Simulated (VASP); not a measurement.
Input of a VASP 6.6.1 run:

Contents of POSCAR:

```
WC
1.0
    2.8869927008      0.0000000000      0.0000000000
   -1.4434963504      2.5002090195      0.0000000000
    0.0000000000      0.0000000000      2.8175618425
W C
1 1
Direct
    0.0000000000      0.0000000000      0.0000000000
    0.6666666667      0.3333333333      0.5000000000
```

The input INCAR.step1:

```
SYSTEM = WC
  ALGO = Normal
  EDIFF = 1E-5
  ENCUT = 520
  GGA = PE
  ISIF = 2
  ISMEAR = -1
  LASPH = .TRUE.
  LCHARG = .FALSE.
  LREAL = .FALSE.
  LWAVE = .TRUE.
  NBANDS = 16
  NELM = 80
  PREC = Accurate
  SIGMA = 0.05
```

INCAR.step2

```
SYSTEM = WC
  ALGO = Normal
  EDIFF = 1E-6
  ENCUT = 520
  GGA = PE
  HFSCREEN = 0.2079
  ISIF = 2
  ISMEAR = -1
  ISTART = 1
  LASPH = .TRUE.
  LCHARG = .FALSE.
  LHFCALC = .TRUE.
  LREAL = .FALSE.
  LWAVE = .FALSE.
  NBANDS = 16
  NELM = 80
  PREC = Accurate
  PRECFOCK = Normal
  SIGMA = 0.05
```

KPOINTS

```
k-points
0
G
  6 6 6
  0 0 0
```

Potentials or basis: VASP PAW PBE potentials, release 64 (W_sv, C).

Command:

```sh
$ cat potpaw_PBE.64/W_sv/POTCAR potpaw_PBE.64/C/POTCAR > POTCAR
$ cp INCAR.step1 INCAR
$ mpirun -np 1 vasp_std > vasp.out
$ cp INCAR.step2 INCAR
$ mpirun -np 1 vasp_std > vasp.out
```

(1) Predict the pressure.

(2) Predict the band gap on the k mesh.

## Answers

(1) 5.5 GPa.

(2) zero (band 9 reaches 12.13 eV, above the bottom of band 10 at 10.58 eV).

Caveat: the k points lie up to 0.42 Å⁻¹ apart; the PAW data sets were made with another functional, which shifts forces and pressure a little; spin-orbit coupling is left out, which moves the levels of the heavy elements.
